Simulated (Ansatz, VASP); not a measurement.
# In4P5 in VASP and in Ansatz

```
P In
1.0
     4.21440    0.00000    0.00000
     0.00000    4.21440    0.00000
     0.00000    0.00000   26.92014
P In
5 4
Cartesian
  0.0000 2.1072 7.5000
  2.1072 0.0000 10.4800
  0.0000 2.1072 13.4601
  2.1072 0.0000 16.4401
  0.0000 2.1072 19.4201
  2.1072 2.1072 8.9900
  0.0000 0.0000 11.9701
  2.1072 2.1072 14.9501
  0.0000 0.0000 17.9301
```

Alike in both runs: task single point; functional PBE; k mesh 8 × 8 × 1; occupations gaussian, width 0.01 eV; no spin polarisation.

|  | VASP | Ansatz |
| --- | --- | --- |
| version | VASP 6.6.1 | Ansatz 0.2.0 |
| potentials or method | VASP PAW PBE potentials, release 64 (P, In_d), cutoff 520 eV | scalar-relativistic, plane waves, PAW |
| valence electrons in the cell | 77 | 77 |

|  | VASP | Ansatz | Ansatz less VASP |
| --- | --- | --- | --- |
| gap on the k mesh at the Fermi level (eV) | none | none | - |
| rms of the force components (eV/Å) | 0.128 | 0.128 | +0.0004 |

A gap of «none» marks a metal or a gap that the smearing closes.
